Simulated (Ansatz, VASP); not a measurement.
Al2Cu3 in VASP and in Ansatz

```
CELL_PARAMETERS angstrom
2.08396 1.20317 4.33198
-2.08396 1.20317 4.33198
0.00000 -2.40635 4.33198
ATOMIC_POSITIONS crystal
Al 0.89700 0.89700 0.89700
Al 0.10300 0.10300 0.10300
Cu 0.30144 0.30144 0.30144
Cu 0.69856 0.69856 0.69856
Cu 0.50000 0.50000 0.50000
```

Alike in both runs: functional PBE; k mesh 12 × 12 × 12; occupations gaussian, width 0.1 eV; no spin polarisation.

Ansatz relaxed the structure, and its values are those at the end. VASP's run is a single point on that final structure, the one shown.

```csv
,VASP,Ansatz
version,VASP 6.6.1,Ansatz 0.2.0
potentials or method,"VASP PAW PBE potentials, release 64 (Al, Cu), cutoff 520 eV","scalar-relativistic, plane waves, PAW"
valence electrons in the cell,39,63
```

VASP gave:

| Quantity | Value |
| --- | --- |
| gap on the k mesh at the Fermi level (eV) | none |
| pressure (GPa) | 0.2 |

Question: Which values does Ansatz return?

Answer: gap on the k mesh at the Fermi level (eV): none; pressure (GPa): 0.0.

A gap of «none» marks a metal or a gap that the smearing closes. With one functional, cell and mesh, what is left measures potentials, basis and numerics. VASP's potentials hold 39 valence electrons a cell and Ansatz's 63, so a difference there can come from the potentials and not from the codes.
